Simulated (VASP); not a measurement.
# SnCl (P6_3mc) in VASP: a series of runs, part 2 of 2

VASP 6.6.1. Earlier steps stand in the parts before.

### 3 Single point, PBE

This run uses another cell than the first one, of 18.41 Å³/atom.

The input, INCAR:

```
PREC = Accurate
ENCUT = 520
EDIFF = 1E-6
ISMEAR = -1
SIGMA = 0.05
LREAL = F
LASPH = T
NELM = 100
ALGO = Normal
ISIF = 2
LWAVE = F
LCHARG = F
GGA = PE
NBANDS = 29
```

The input, KPOINTS:

```
regular mesh
0
Gamma
  9 9 3
```

The input, POSCAR:

```
SnCl
1.0
    3.0175670692      0.0000000000      0.0000000000
   -1.5087835346      2.6132897396      0.0000000000
    0.0000000000      0.0000000000      9.3395742100
Sn Cl
2 2
Direct
    0.6666666667      0.3333333333      0.8200592525
    0.3333333333      0.6666666667      0.3200592525
    0.6666666667      0.3333333333      0.5549417475
    0.3333333333      0.6666666667      0.0549417475
```

Potentials or basis: VASP PAW PBE potentials, release 64 (Sn_d, Cl).

The run is started by

```bash
$ cat potpaw_PBE.64/Sn_d/POTCAR potpaw_PBE.64/Cl/POTCAR > POTCAR
$ mpirun -np 1 vasp_std > vasp.out
```

OUTCAR:

```text
PREC = Accurate
   ENCUT = 520
   EDIFF = 1E-6
   ISMEAR = -1
   LREAL = F
   LASPH = T
   NELM = 100
   ISIF = 2
   GGA = PE

 ion  position               nearest neighbor table
   1  0.667  0.333  0.820-   3 2.48   4 2.80   4 2.80   4 2.80
   2  0.333  0.667  0.320-   4 2.48   3 2.80   3 2.80   3 2.80
   3  0.667  0.333  0.555-   1 2.48   2 2.80   2 2.80   2 2.80
   4  0.333  0.667  0.055-   2 2.48   1 2.80   1 2.80   1 2.80

  LATTYP: Found a hexagonal cell.
 ALAT       =     3.0175670692
[... 963 lines left out ...]

  FORCE on cell =-STRESS in cart. coord.  units (eV):
  Direction    XX          YY          ZZ          XY          YZ          ZX
  --------------------------------------------------------------------------------------
  -------------------------------------------------------------------------------------
  Total       13.7210647     13.7210647     13.7875887      0.0000000      0.0000000      0.0000000
  in kB      298.4879629    298.4879629    299.9351261      0.0000000      0.0000000      0.0000000
  external PRESSURE =     298.9703506 kB  Pullay stress =       0.0000000 kB

 VOLUME and BASIS-vectors are now :
 -----------------------------------------------------------------------------
  energy-cutoff  :      520.00
  volume of cell :       73.65
      direct lattice vectors                 reciprocal lattice vectors
     3.017567069  0.000000000  0.000000000     0.331392800  0.191329722  0.000000000
    -1.508783535  2.613289740  0.000000000     0.000000000  0.382659444  0.000000000
     0.000000000  0.000000000  9.339574210     0.000000000  0.000000000  0.107071262

 POSITION                                       TOTAL-FORCE (eV/Angst)
 -----------------------------------------------------------------------------------
      1.50878      0.87110      7.65900         0.000000      0.000000     -0.010180
     -0.00000      1.74219      2.98922        -0.000000     -0.000000     -0.010180
      1.50878      0.87110      5.18292        -0.000000     -0.000000      0.010180
     -0.00000      1.74219      0.51313        -0.000000     -0.000000      0.010180
 -----------------------------------------------------------------------------------
    total drift:                               -0.000000     -0.000000      0.001577

  FREE ENERGIE OF THE ION-ELECTRON SYSTEM (eV)
  ---------------------------------------------------
  free  energy   TOTEN  =       -11.3138640822 eV

  energy  without entropy=      -11.3048196118  energy(sigma->0) =      -11.30934185
```

stdout:

```text
POSCAR found type information on POSCAR SnCl
 POSCAR found :  2 types and       4 ions
 scaLAPACK will be used
 LDA part: xc-table for (Slater+PW92), standard interpolation
 POSCAR, INCAR and KPOINTS ok, starting setup
 FFT: planning ... GRIDC
 FFT: planning ... GRID_SOFT
 FFT: planning ... GRID
 WAVECAR not read
 entering main loop
```

Run time: 52 s. Hardware: 1 thread of Oxide Virtual Turin-like, shared host; peak memory 0.17 GiB.

Results:

- Free energy: -11.3139 eV
- Pressure: 29.9 GPa
- Largest force: 0.010 eV/Å
- Band gap on the k mesh: zero (bands 21 and 22 overlap by 3.97 eV)

Forces in eV/Å, atoms in the order of the input:
```
Sn   0.000  0.000 -0.010
Sn   0.000  0.000 -0.010
Cl   0.000  0.000  0.010
Cl   0.000  0.000  0.010
```

Caveat: the cell stands under pressure; spin-orbit coupling is left out, which moves the levels of the heavy elements.

### 4 Single point, PBE

This run uses another cell than the first one, of 19.80 Å³/atom.

The input, INCAR:

```
ALGO = Fast ; EDIFF = 1E-7
ENCUT = 520 ; GGA = PE
ISIF = 2 ; ISMEAR = -1
LASPH = True ; LCHARG = False
LREAL = False ; LWAVE = False
NBANDS = 29 ; NELM = 60
PREC = Accurate ; SIGMA = 0.05
```

The input, KPOINTS:

```
k-points
0
Gamma
  9 9 3
```

The input, POSCAR:

```
SnCl
1.0
    3.1012211707      0.0000000000      0.0000000000
   -1.5506105853      2.6857363165      0.0000000000
    0.0000000000      0.0000000000      9.5099612844
Sn Cl
2 2
Direct
    0.6666666667      0.3333333333      0.8199984935
    0.3333333333      0.6666666667      0.3199984935
    0.6666666667      0.3333333333      0.5550025065
    0.3333333333      0.6666666667      0.0550025065
```

The run is started by

```bash
$ cat potpaw_PBE.64/Sn_d/POTCAR potpaw_PBE.64/Cl/POTCAR > POTCAR
$ mpirun -np 1 vasp_std > vasp.out
```

Run time: 42 s. Hardware: 1 thread of Oxide Virtual Turin-like, shared host; peak memory 0.18 GiB.

The run converged. Its results:

```yaml
Free_energy: -12.1710 eV
Pressure: 19.9 GPa
Largest_force: 0.007 eV/Å
Band_gap_on_the_k_mesh: zero (bands 21 and 22 overlap by 3.90 eV)
```

Forces on the atoms (eV/Å):
```
Sn   0.000  0.000 -0.007
Sn   0.000  0.000 -0.007
Cl   0.000  0.000  0.007
Cl   0.000  0.000  0.007
```

Stress tensor (GPa, compression positive):
```
19.87  0.00  0.00
 0.00 19.87  0.00
 0.00  0.00 20.00
```

Levels at points of the mesh, in eV from the Fermi level:
| k point | band 17 | band 18 | band 19 | band 20 | band 21 | band 22 | band 23 | band 24 |
| --- | --- | --- | --- | --- | --- | --- | --- | --- |
| (0.00, 0.00, 0.00) | -1.36 | -1.36 | -1.28 | -1.28 | 0.56 | 5.08 | 7.44 | 7.67 |

Caveat: the cell stands under pressure; spin-orbit coupling is left out, which moves the levels of the heavy elements.

### 5 Summary

| level | cell | k mesh | grid for exact exchange (PRECFOCK) | share of exact exchange | screening parameter | gap on the mesh (eV) | pressure (GPa) | largest force (eV/Å) |
| --- | --- | --- | --- | --- | --- | --- | --- | --- |
| PBE-based screened hybrid with 40 % exact exchange | a = 3.498, b = 3.498, c = 10.062 Å, angles 90.0, 90.0, 120.0°, 4 atoms, atomic positions A | 5 × 5 × 2 | Normal | 0.4 | 0.2 1/Å | none | -2.4 | 0.29 |
| PBE | a = 3.018, b = 3.018, c = 9.340 Å, angles 90.0, 90.0, 120.0°, 4 atoms, atomic positions B | 9 × 9 × 3 | - | - | - | none | 29.9 | 0.01 |
| PBE | a = 3.101, b = 3.101, c = 9.510 Å, angles 90.0, 90.0, 120.0°, 4 atoms, atomic positions C | 9 × 9 × 3 | - | - | - | none | 19.9 | 0.01 |

Alike in all rows: task single point; potentials or basis VASP PAW PBE potentials, release 64 (Sn_d, Cl); no spin polarisation; cutoff (eV) 520; smearing fermi-dirac 0.05 eV.

Caveats: some runs use coarse meshes; spin-orbit coupling is left out, which moves the levels of the heavy elements; the cell stands under pressure (at least some runs); the PAW data sets were made with another functional, which shifts forces and pressure a little (at least some runs).

Total energies depend on the potentials used, so only differences within one code and one set of settings carry meaning.
